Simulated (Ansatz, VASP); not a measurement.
## Two plane-wave programs on SnO2

INCAR

```
SYSTEM = SnO2
  PREC = Accurate
  ENCUT = 520
  EDIFF = 1E-7
  ISMEAR = 0
  SIGMA = 0.01
  LREAL = .False.
  LASPH = .True.
  NELM = 60
  ALGO = Normal
  ISIF = 2
  LWAVE = .False.
  LCHARG = .False.
  GGA = PE
  NBANDS = 35
```

Contents of KPOINTS:

```
regular mesh
0
Gamma
  4 4 6
  0 0 0
```

POSCAR

```
SnO2
1.0
    4.8611196212      0.0000000000      0.0000000000
    0.0000000000      4.8611196212      0.0000000000
    0.0000000000      0.0000000000      3.2693030125
Sn O
2 4
Direct
    0.0000000000      0.0000000000      0.0000000000
    0.5000000000      0.5000000000      0.5000000000
    0.3071000000      0.3071000000      0.0000000000
    0.1929000000      0.8071000000      0.5000000000
    0.6929000000      0.6929000000      0.0000000000
    0.8071000000      0.1929000000      0.5000000000
```

Input for Ansatz:

```yaml
crystal:
  lattice:
    - [4.861119621212515, 0.0, 0.0]
    - [0.0, 4.861119621212515, 0.0]
    - [0.0, 0.0, 3.269303012451177]
  atoms:
    - { symbol: Sn, position: [0.0, 0.0, 0.0] }
    - { symbol: Sn, position: [0.5, 0.5, 0.5] }
    - { symbol: O, position: [0.3071, 0.3071, 0.0] }
    - { symbol: O, position: [0.1929, 0.8071, 0.5] }
    - { symbol: O, position: [0.6929, 0.6929, 0.0] }
    - { symbol: O, position: [0.8071, 0.1929, 0.5] }
basis:
  ecutwfc: 470.0
kpoints:
  mp_grid:
    grid: [4, 4, 6]
hamiltonian:
  xc: pbe
scf:
  occupations:
    method: fixed
output:
  stress: true
```

Alike in both runs: task single point; functional PBE; k mesh 4 × 4 × 6; no spin polarisation.

|  | VASP | Ansatz |
| --- | --- | --- |
| version | VASP 6.6.1 | Ansatz 0.2.0 |
| potentials or method | VASP PAW PBE potentials, release 64 (Sn_d, O), cutoff 520 eV | plane waves, PAW |
| occupations | gaussian, width 0.01 eV | fixed |
| valence electrons in the cell | 52 | 52 |

|  | VASP | Ansatz | Ansatz less VASP |
| --- | --- | --- | --- |
| pressure (GPa) | -3.5 | -4.0 | -0.54 |
| traceless stress, the component that is largest in VASP (GPa) | -0.96 | -1.16 | -0.205 |
